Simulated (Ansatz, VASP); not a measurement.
# Te2Mo in VASP and in Ansatz

Contents of INCAR:

```
SYSTEM = Te2Mo
PREC = Accurate ; ENCUT = 520
EDIFF = 1E-7 ; ISMEAR = 0
SIGMA = 0.02 ; LREAL = .False.
LASPH = .True. ; NELM = 60
ALGO = Normal ; ISIF = 2
LWAVE = .False. ; LCHARG = .False.
GGA = PS ; NBANDS = 35
```

File KPOINTS:

```
regular mesh
0
Gamma
  12 12 2
  0 0 0
```

The input POSCAR:

```
Te2Mo
1.0
    3.4941841252      0.0000000000      0.0000000000
   -1.7470920626      3.0260522179      0.0000000000
    0.0000000000      0.0000000000     14.2857404167
Te Mo
4 2
Direct
    0.3333333333      0.6666666667      0.6235031704
    0.6666666667      0.3333333333      0.1235031704
    0.6666666667      0.3333333333      0.3764968296
    0.3333333333      0.6666666667      0.8764968296
    0.3333333333      0.6666666667      0.2500000000
    0.6666666667      0.3333333333      0.7500000000
```

Input for Ansatz:

```yaml
crystal:
  lattice:
    - [3.4941841252, 0.0, 0.0]
    - [-1.7470920626, 3.0260522179, 0.0]
    - [0.0, 0.0, 14.2857404167]
  atoms:
    - { symbol: Te, position: [0.3333333333, 0.6666666667, 0.6235031704] }
    - { symbol: Te, position: [0.6666666667, 0.3333333333, 0.1235031704] }
    - { symbol: Te, position: [0.6666666667, 0.3333333333, 0.3764968296] }
    - { symbol: Te, position: [0.3333333333, 0.6666666667, 0.8764968296] }
    - { symbol: Mo, position: [0.3333333333, 0.6666666667, 0.25] }
    - { symbol: Mo, position: [0.6666666667, 0.3333333333, 0.75] }
basis:
  ecutwfc: 420
kpoints:
  mp_grid: { grid: [12, 12, 2] }
  band_path: { path: [VBM, CBM], npoints: 2 }
hamiltonian:
  xc: pbesol
scf:
  occupations: { method: gaussian, width: 0.02 }
output:
  forces: true
  stress: true
  eigenvalues: true
checkpoint:
  read: start.run
  write: ck
  compress: false
  write_wavefunctions: false
  write_every: 100000
```

Alike in both runs: task single point; functional PBEsol; k mesh 12 × 12 × 2; occupations gaussian, width 0.02 eV; no spin polarisation.

|  | VASP | Ansatz |
| --- | --- | --- |
| version | VASP 6.6.1 | Ansatz 0.2.0 |
| potentials or method | VASP PAW PBE potentials, release 64 (Te, Mo_sv), cutoff 520 eV | scalar-relativistic, plane waves, PAW |
| valence electrons in the cell | 52 | 92 |

Ansatz gave:

- gap on the k mesh at the Fermi level (eV): 0.83
- least direct gap on the mesh (eV): 1.11
- pressure (GPa): -0.3
- traceless stress, the component that is largest in VASP (GPa): -0.27
- rms of the force components (eV/Å): 0.000

Q: Which values does VASP return?

A: gap on the k mesh at the Fermi level (eV): 0.84; least direct gap on the mesh (eV): 1.10; pressure (GPa): -0.2; traceless stress, the component that is largest in VASP (GPa): -0.20; rms of the force components (eV/Å): 0.014.

VASP's potentials were made for PBE, not for PBEsol. Atom by atom the forces differ by 0.014 eV/Å (rms over components). With one functional, cell and mesh, what is left measures potentials, basis and numerics. VASP's potentials hold 52 valence electrons a cell and Ansatz's 92, so a difference there can come from the potentials and not from the codes.

Spin-orbit coupling is off throughout.
